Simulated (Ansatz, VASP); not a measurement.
BRhSe3: VASP beside Ansatz

Contents of INCAR:

```
SYSTEM = BRhSe3
PREC = Accurate
ENCUT = 600
EDIFF = 1E-6
ISMEAR = 0
SIGMA = 0.1
LREAL = .FALSE.
LASPH = .TRUE.
NELM = 150
ALGO = Normal
ISIF = 3
LWAVE = .FALSE.
LCHARG = .FALSE.
ISPIN = 2
MAGMOM = 0 1 0 0 0
LORBIT = 11
LMAXMIX = 4
GGA = PE
IBRION = 2
NSW = 90
EDIFFG = -0.04
```

File KPOINTS:

```
Automatic mesh
0
G
  4 4 4
  0 0 0
```

Contents of POSCAR:

```
BRhSe3
1.0
    5.0816459200      0.0000000000      0.0000000000
    0.0000000000      5.0816459200      0.0000000000
    0.0000000000      0.0000000000      5.0816459200
B Rh Se
1 1 3
Direct
    0.0000000000      0.0000000000      0.0000000000
    0.5000000000      0.5000000000      0.5000000000
    0.5000000000      0.0000000000      0.0000000000
    0.0000000000      0.5000000000      0.0000000000
    0.0000000000      0.0000000000      0.5000000000
```

Input for Ansatz:

```yaml
crystal:
  lattice:
    - [5.08164592, 0.0, 0.0]
    - [0.0, 5.08164592, 0.0]
    - [0.0, 0.0, 5.08164592]
  atoms:
    - { symbol: B, position: [0.0, 0.0, 0.0] }
    - { symbol: Rh, position: [0.5, 0.5, 0.5], spin: 1.0 }
    - { symbol: Se, position: [0.5, 0.0, 0.0] }
    - { symbol: Se, position: [0.0, 0.5, 0.0] }
    - { symbol: Se, position: [0.0, 0.0, 0.5] }
basis:
  ecutwfc: 420
kpoints:
  mp_grid: { grid: [4, 4, 4] }
hamiltonian:
  xc: pbe
scf:
  occupations: { method: gaussian, width: 0.1 }
  lower_state_search: "off"
output:
  forces: true
  stress: true
  eigenvalues: true
  populations: true
magnetization:
  spin_polarized: true
relax:
  adjacent_minimum: "off"
  f_tol: 0.04
  max_steps: 70
  cell: { stress_tol: 0.4 }
```

Alike in both runs: task relaxation of cell and atoms; functional PBE; k mesh 4 × 4 × 4; occupations gaussian, width 0.1 eV; collinear spin.

|  | VASP | Ansatz |
| --- | --- | --- |
| version | VASP 6.6.1 | Ansatz 0.2.0 |
| potentials or method | VASP PAW PBE potentials, release 64 (B, Rh_pv, Se), cutoff 600 eV | scalar-relativistic, plane waves, PAW |
| valence electrons in the cell | 36 | 68 |

|  | VASP | Ansatz | Ansatz less VASP |
| --- | --- | --- | --- |
| gap on the k mesh at the Fermi level, each at its own relaxed structure (eV) | none | none | - |
| net moment per atom (μB) | 0.00 | 0.00 | 0.000 |
| relaxed volume (Å³/atom) | 16.64 | 16.71 | +0.072 |
| relaxed cell length with the largest relative difference (Å) | 4.366 | 4.372 | +0.0063 |

A gap of «none» marks a metal or a gap that the smearing closes. VASP's potentials hold 36 valence electrons a cell and Ansatz's 68, so a difference there can come from the potentials and not from the codes. Ansatz's warnings: seeded moment not kept.

Noted on VASP's run: the volume moved by over 15 % at a fixed basis, so the end points are rough.
